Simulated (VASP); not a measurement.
# ScSbSe3 (P6/mmm) in VASP: a series of runs

Runs on ScSbSe3. Level: PBE. Tasks: single point.

Program: VASP 6.6.1. These are calculated values, not measurements. Logs are shortened: lines on timing, memory, paths and dates and some standing lists are left out, and cuts for length are marked.

## (1) The cell of the first run

The structure is hexagonal, space group P6/mmm (No. 191). Conventional cell: a = 6.000 Å, b = 6.000 Å, c = 4.931 Å, α = 90.00°, β = 90.00°, γ = 120.00°. Within 3.3 Å of Sc (site symmetry 6/mmm) lie 2 Sb at 2.47 Å and 6 Se at 3.00 Å. Sb (site symmetry 6/mmm) has 2 Sc at 2.47 Å within 3.3 Å. Within 3.9 Å of Se (site symmetry mmm) lie 2 Sc at 3.00 Å and 4 Se at 3.00 Å and 4 Sb at 3.88 Å.

The cell was generated, and may not be a known phase.

## (2) Single point, PBE

Input file INCAR:

```
SYSTEM = ScSbSe3
ALGO = Normal ; EDIFF = 1E-7
ENCUT = 520 ; GGA = PE
ISIF = 2 ; ISMEAR = 0
LASPH = .True. ; LCHARG = .False.
LREAL = .False. ; LWAVE = .False.
NBANDS = 25 ; NELM = 100
PREC = Accurate ; SIGMA = 0.1
```

Input file KPOINTS:

```
k-points
0
Gamma
  3 3 4
  0 0 0
```

Input file POSCAR:

```
ScSbSe3
1.0
    5.9998103600      0.0000000000      0.0000000000
   -2.9999051800      5.1959881900      0.0000000000
    0.0000000000      0.0000000000      4.9309315000
Sc Sb Se
1 1 3
Direct
    0.0000000000      0.0000000000      0.5000000000
    0.0000000000      0.0000000000      0.0000000000
    0.5000000000      0.0000000000      0.5000000000
    0.0000000000      0.5000000000      0.5000000000
    0.5000000000      0.5000000000      0.5000000000
```

Potentials or basis: VASP PAW PBE potentials, release 64 (Sc_sv, Sb, Se).

The run is started by

```bash
> cat potpaw_PBE.64/Sc_sv/POTCAR potpaw_PBE.64/Sb/POTCAR potpaw_PBE.64/Se/POTCAR > POTCAR
> mpirun -np 1 vasp_std > vasp.out
```

OUTCAR:

```text
SYSTEM = ScSbSe3
   EDIFF = 1E-7
   ENCUT = 520
   GGA = PE
   ISIF = 2
   ISMEAR = 0
   LASPH = .True.
   LREAL = .False.
   NELM = 100
   PREC = Accurate

 ion  position               nearest neighbor table
   1  0.000  0.000  0.500-   2 2.47   2 2.47   3 3.00   3 3.00   4 3.00   4 3.00   5 3.00   5 3.00

   2  0.000  0.000  0.000-   1 2.47   1 2.47
   3  0.500  0.000  0.500-   1 3.00   1 3.00
   4  0.000  0.500  0.500-   1 3.00   1 3.00
   5  0.500  0.500  0.500-   1 3.00   1 3.00

  LATTYP: Found a hexagonal cell.
 ALAT       =     5.9998103600
 C/A-ratio  =     0.8218478925

  Lattice vectors:

 A1 = (   5.9998103600,   0.0000000000,   0.0000000000)
 A2 = (  -2.9999051800,   5.1959881900,   0.0000000000)
 A3 = (   0.0000000000,   0.0000000000,   4.9309315000)

Analysis of symmetry for initial positions (statically):
=====================================================================
 Subroutine PRICEL returns:
 Original cell was already a primitive cell.

 Routine SETGRP: Setting up the symmetry group for a
 hexagonal supercell.

 Subroutine GETGRP returns: Found 24 space group operations
 (whereof 24 operations were pure point group operations)
 out of a pool of 24 trial point group operations.

The static configuration has the point symmetry D_6h.

Analysis of symmetry for dynamics (positions and initial velocities):
=====================================================================
 Subroutine PRICEL returns:
 Original cell was already a primitive cell.

 Routine SETGRP: Setting up the symmetry group for a
 hexagonal supercell.

 Subroutine GETGRP returns: Found 24 space group operations
 (whereof 24 operations were pure point group operations)
 out of a pool of 24 trial point group operations.

The dynamic configuration has the point symmetry D_6h.

 Subroutine INISYM returns: Found 24 space group operations
 (whereof 24 operations are pure point group operations),
 and found     1 'primitive' translations

----------------------------------------------------------------------------------------

                                     Primitive cell

  volume of cell :     153.7215

  direct lattice vectors                    reciprocal lattice vectors
     5.999810360  0.000000000  0.000000000     0.166671935  0.096228086  0.000000000
    -2.999905180  5.195988190  0.000000000     0.000000000  0.192456173  0.000000000
     0.000000000  0.000000000  4.930931500     0.000000000  0.000000000  0.202801438

  length of vectors
     5.999810360  5.999810360  4.930931500     0.192456173  0.192456173  0.202801438

  position of ions in fractional coordinates (direct lattice)
     0.000000000  0.000000000  0.500000000
     0.000000000  0.000000000  0.000000000
     0.500000000  0.000000000  0.500000000
     0.000000000  0.500000000  0.500000000
     0.500000000  0.500000000  0.500000000

  ion indices of the primitive-cell ions
   primitive index   ion index
                 1           1
                 2           2
                 3           3
                 4           4
                 5           5

----------------------------------------------------------------------------------------

 KPOINTS: k-points

Automatic generation of k-mesh.
 Grid dimensions read from file:
 generate k-points for:    3    3    4

 Generating k-lattice:

  Cartesian coordinates                     Fractional coordinates (reciprocal lattice)
     0.055557312  0.032076029  0.000000000     0.333333333 -0.000000000  0.000000000
     0.000000000  0.064152058  0.000000000     0.000000000  0.333333333  0.000000000
     0.000000000  0.000000000  0.050700360     0.000000000  0.000000000  0.250000000

  Length of vectors
     0.064152058  0.064152058  0.050700360

  Shift w.r.t. Gamma in fractional coordinates (k-lattice)
     0.000000000  0.000000000  0.000000000

 Subroutine IBZKPT returns following result:
 ===========================================

 Found      9 irreducible k-points:

 Following reciprocal coordinates:
            Coordinates               Weight
  0.000000  0.000000  0.000000      1.000000
  0.333333 -0.000000  0.000000      6.000000
  0.333333  0.333333  0.000000      2.000000
  0.000000  0.000000  0.250000      2.000000
  0.333333 -0.000000  0.250000     12.000000
  0.333333  0.333333  0.250000      4.000000
  0.000000  0.000000  0.500000      1.000000
  0.333333 -0.000000  0.500000      6.000000
  0.333333  0.333333  0.500000      2.000000
   k-points           NKPTS =      9   k-points in BZ     NKDIM =      9   number of bands    NBANDS=     25
   number of dos      NEDOS =    301   number of ions     NIONS =      5
   total plane-waves  NPLWV =  92160
   dimension x,y,z NGX =    48 NGY =   48 NGZ =   40
   dimension x,y,z NGXF=    96 NGYF=   96 NGZF=   80
   ions per type =               1   1   3
   NGX,Y,Z   is equivalent  to a cutoff of  13.30, 13.30, 13.49 a.u.
   NGXF,Y,Z  is equivalent  to a cutoff of  26.60, 26.60, 26.97 a.u.
 SYSTEM =  ScSbSe3
   PREC   = accura    normal or accurate (medium, high low for compatibility)
   ISTART =      0    job   : 0-new  1-cont  2-samecut
   ICHARG =      2    charge: 1-file 2-atom 10-const
   ISPIN  =      1    spin polarized calculation?
   LNONCOLLINEAR =      F non collinear calculations
   LSORBIT =      F    spin-orbit coupling
   LASPH  =      T    aspherical Exc in radial PAW
   ENCUT  =  520.0 eV  38.22 Ry    6.18 a.u.  11.16 11.16  9.17*2*pi/ulx,y,z
   NELM   =    100;   NELMIN=  2; NELMDL= -5     # of ELM steps
   EDIFF  = 0.1E-06   stopping-criterion for ELM
   LREAL  =      F    real-space projection
   EDIFFG = 0.1E-05   stopping-criterion for IOM
   NSW    =      0    number of steps for IOM
   IBRION =     -1    ionic relax: 0-MD 1-quasi-New 2-CG
   NFREE  =      0    steps in history (QN), initial steepest desc. (CG)
   ISIF   =      2    stress and relaxation
   ISYM   =      2    0-nonsym 1-usesym 2-fastsym
   POTIM  = 0.5000    time-step for ionic-motion
   TEBEG  =    0.0;   TEEND  =   0.0 temperature during run
   PSTRESS=    0.0 pullay stress
   NELECT =      34.0000    total number of electrons
   NUPDOWN=      -1.0000    fix difference up-down
   EMIN   =  10.00;   EMAX   =-10.00  energy-range for DOS
   EFERMI =   0.00;   METHOD = LEGACY
   ISMEAR =     0;   SIGMA  =   0.10  broadening in eV -4-tet -1-fermi 0-gaus
   EFERMI_NEDOS =   21; number of points for ismear=-14 and -15
   IALGO  =     38    algorithm
   IMIX   =      4    mixing-type and parameters
     AMIX     =   0.40;   BMIX     =  1.00
     AMIX_MAG =   1.60;   BMIX_MAG =  1.00
  volume/ion in A,a.u.               =      30.74       207.47
  Fermi-wavevector in a.u.,A,eV,Ry     =   0.990048  1.870919 13.336363  0.980195
  Thomas-Fermi vector in A             =   2.121690
   LORBIT       =      0    0 simple, 1 ext, 2 COOP (PROOUT), +10 PAW based schemes
   GGA     = PE    functional components
   LHFCALC =     F    Hartree Fock is set to
   AEXX    =    0.0000 exact exchange contribution
   IVDW    =     0    specifies the selected vdW correction
   LEPSILON=     F    determine dielectric tensor
   LRPA    =     F    only Hartree local field effects (RPA)
 non-spin polarized calculation
 Gauss-broadening in eV      SIGMA  =   0.10
  energy-cutoff  :      520.00
  volume of cell :      153.72
 maximum number of plane-waves:      4176
 NGX is ok and might be reduce to    48
   NGX = 23   NGY = 23   NGZ = 19

 number of electron      34.0000001 magnetization

 Free energy of the ion-electron system (eV)
  ---------------------------------------------------
  ext. energy  EPLUGINS =         0.00000000
  ---------------------------------------------------
  free energy    TOTEN  =       -19.58066609 eV

  energy without entropy =      -19.52646381  energy(sigma->0) =      -19.55356495

 E-fermi :   2.4522     XC(G=0):  -8.5098

 val. band max:        2.4483438796   @ k =   0.3333  -0.0000   0.0000
 cond. band min:       2.4532393783   @ k =   0.3333  -0.0000   0.5000
 fundamental gap:      0.0048954988
 Fermi energy:         2.4521602495

 k-point     1 :       0.0000    0.0000    0.0000
  band No.  band energies     occupation
      1     -46.9167      2.00000
      2     -25.7637      2.00000
      3     -25.5655      2.00000
      4     -25.5655      2.00000
      5     -11.3167      2.00000
      6      -9.0753      2.00000
[... 17 lines left out ...]
     24       4.9600      0.00000
     25       4.9600      0.00000

 k-point     2 :       0.3333   -0.0000    0.0000
  band No.  band energies     occupation
      1     -46.9167      2.00000
      2     -25.7637      2.00000
      3     -25.5663      2.00000
      4     -25.5658      2.00000
      5     -10.9258      2.00000
      6      -9.7371      2.00000
[... 17 lines left out ...]
     24       5.7800      0.00000
     25       6.2225      0.00000

 k-point     3 :       0.3333    0.3333    0.0000
  band No.  band energies     occupation
      1     -46.9167      2.00000
      2     -25.7636      2.00000
      3     -25.5663      2.00000
      4     -25.5663      2.00000
      5     -10.3517      2.00000
      6     -10.3517      2.00000
[... 17 lines left out ...]
     24       5.7904      0.00000
     25       5.9353      0.00000

 k-point     4 :       0.0000    0.0000    0.2500
  band No.  band energies     occupation
      1     -46.9183      2.00000
      2     -25.7537      2.00000
      3     -25.5642      2.00000
      4     -25.5642      2.00000
      5     -11.2880      2.00000
      6      -9.0646      2.00000
[... 17 lines left out ...]
     24       5.3726      0.00000
     25       5.3726      0.00000

 k-point     5 :       0.3333   -0.0000    0.2500
  band No.  band energies     occupation
      1     -46.9183      2.00000
      2     -25.7536      2.00000
      3     -25.5650      2.00000
      4     -25.5644      2.00000
      5     -10.9025      2.00000
      6      -9.7196      2.00000
[... 17 lines left out ...]
     24       6.2243      0.00000
     25       6.3133      0.00000

 k-point     6 :       0.3333    0.3333    0.2500
  band No.  band energies     occupation
      1     -46.9183      2.00000
      2     -25.7536      2.00000
      3     -25.5650      2.00000
      4     -25.5650      2.00000
      5     -10.3356      2.00000
      6     -10.3356      2.00000
[... 17 lines left out ...]
     24       5.8274      0.00000
     25       6.9812      0.00000

 k-point     7 :       0.0000    0.0000    0.5000
  band No.  band energies     occupation
      1     -46.9199      2.00000
      2     -25.7436      2.00000
      3     -25.5628      2.00000
      4     -25.5628      2.00000
      5     -11.2594      2.00000
      6      -9.0539      2.00000
[... 17 lines left out ...]
     24       6.2170      0.00000
     25       6.2170      0.00000

 k-point     8 :       0.3333   -0.0000    0.5000
  band No.  band energies     occupation
      1     -46.9199      2.00000
      2     -25.7436      2.00000
      3     -25.5637      2.00000
      4     -25.5631      2.00000
      5     -10.8792      2.00000
      6      -9.7021      2.00000
[... 17 lines left out ...]
     24       6.2011      0.00000
     25       6.2043      0.00000

 k-point     9 :       0.3333    0.3333    0.5000
  band No.  band energies     occupation
      1     -46.9199      2.00000
      2     -25.7436      2.00000
      3     -25.5637      2.00000
      4     -25.5637      2.00000
      5     -10.3194      2.00000
      6     -10.3194      2.00000
[... 17 lines left out ...]
     24       6.1217      0.00000
     25       7.5265      0.00000

------------------------ aborting loop because EDIFF is reached ----------------------------------------

  FORCE on cell =-STRESS in cart. coord.  units (eV):
  Direction    XX          YY          ZZ          XY          YZ          ZX
  --------------------------------------------------------------------------------------
  -------------------------------------------------------------------------------------
  Total       -6.0125081     -6.0125081     16.7225240      0.0000000      0.0000000      0.0000000
  in kB      -62.6659473    -62.6659473    174.2921242      0.0000000      0.0000000      0.0000000
  external PRESSURE =      16.3200765 kB  Pullay stress =       0.0000000 kB

 VOLUME and BASIS-vectors are now :
 -----------------------------------------------------------------------------
  energy-cutoff  :      520.00
  volume of cell :      153.72
      direct lattice vectors                 reciprocal lattice vectors
     5.999810360  0.000000000  0.000000000     0.166671935  0.096228086  0.000000000
    -2.999905180  5.195988190  0.000000000     0.000000000  0.192456173  0.000000000
     0.000000000  0.000000000  4.930931500     0.000000000  0.000000000  0.202801438

 POSITION                                       TOTAL-FORCE (eV/Angst)
 -----------------------------------------------------------------------------------
      0.00000      0.00000      2.46547         0.000000      0.000000      0.000000
      0.00000      0.00000      0.00000         0.000000      0.000000      0.000000
      2.99991      0.00000      2.46547        -0.000000      0.000000      0.000000
     -1.49995      2.59799      2.46547        -0.000000      0.000000      0.000000
      1.49995      2.59799      2.46547         0.000000      0.000000      0.000000
 -----------------------------------------------------------------------------------
    total drift:                                0.000000      0.000000     -0.000000

  FREE ENERGIE OF THE ION-ELECTRON SYSTEM (eV)
  ---------------------------------------------------
  free  energy   TOTEN  =       -19.5806660860 eV

  energy  without entropy=      -19.5264638113  energy(sigma->0) =      -19.55356495
```

It took 1.7 min on 1 thread of Oxide Virtual Turin-like, shared host; peak memory 0.27 GiB.

What came out:

- Free energy: -19.5807 eV
- Pressure: 1.6 GPa
- Band gap on the k mesh: zero (bands 17 and 18 overlap by 0.63 eV)

Levels at points of the mesh, in eV from the Fermi level:
```csv
k point,band 14,band 15,band 16,band 17,band 18,band 19,band 20,band 21
"(0.00, 0.00, 0.00)",-0.43,0.43,0.43,0.52,1.00,1.17,1.17,1.95
"(0.00, 0.00, 0.50)",-1.55,-1.55,-0.86,-0.86,1.02,1.99,2.10,2.10
```

Caveat: the k points lie up to 0.40 Å⁻¹ apart, too coarse for converged energies and pressures of a metal; spin-orbit coupling is left out, which moves the levels of the heavy elements.

## (3) Single point, PBE

This run uses another cell than the first one, of 31.67 Å³/atom.

Input file INCAR:

```
PREC = Accurate
ENCUT = 520
EDIFF = 1E-6
ISMEAR = 0
SIGMA = 0.1
LREAL = False
LASPH = True
NELM = 100
ALGO = Normal
ISIF = 2
LWAVE = False
LCHARG = False
GGA = PE
NBANDS = 25
```

Input file KPOINTS:

```
Automatic mesh
0
Gamma
  3 3 4
```

Edit POSCAR of step 2 so:

```diff
@@ -2,5 +2,5 @@
 1.0
-    5.9998103600      0.0000000000      0.0000000000
-   -2.9999051800      5.1959881900      0.0000000000
-    0.0000000000      0.0000000000      4.9309315000
+    5.6612413601      0.0000000000      0.0000000000
+   -2.8306206801      4.9027788348      0.0000000000
+    0.0000000000      0.0000000000      5.7055117390
 Sc Sb Se
```

Potentials or basis: VASP PAW PBE potentials, release 64 (Sc_sv, Sb, Se).

The run is started by

```bash
> cat potpaw_PBE.64/Sc_sv/POTCAR potpaw_PBE.64/Sb/POTCAR potpaw_PBE.64/Se/POTCAR > POTCAR
> mpirun -np 1 vasp_std > vasp.out
```

Run time: 75 s. Hardware: 1 thread of Oxide Virtual Turin-like, shared host; peak memory 0.23 GiB.

It converged, with:

- Free energy: -21.0729 eV
- Pressure: -0.1 GPa
- Band gap on the k mesh: zero (bands 17 and 18 overlap by 0.62 eV)

Levels at points of the mesh, in eV from the Fermi level:
```
           k point  band 15  band 16  band 17  band 18  band 19  band 20
(0.00, 0.00, 0.00)     0.03     0.23     0.23     1.09     1.09     1.38
(0.00, 0.00, 0.50)    -0.87    -0.84    -0.84     1.38     1.89     1.89
```

Caveat: the k points lie up to 0.43 Å⁻¹ apart, too coarse for converged energies and pressures of a metal; spin-orbit coupling is left out, which moves the levels of the heavy elements.

(Continued in part 2 of 2.)

The gap in the log of VASP goes by the Fermi energy; the results here count the filled bands.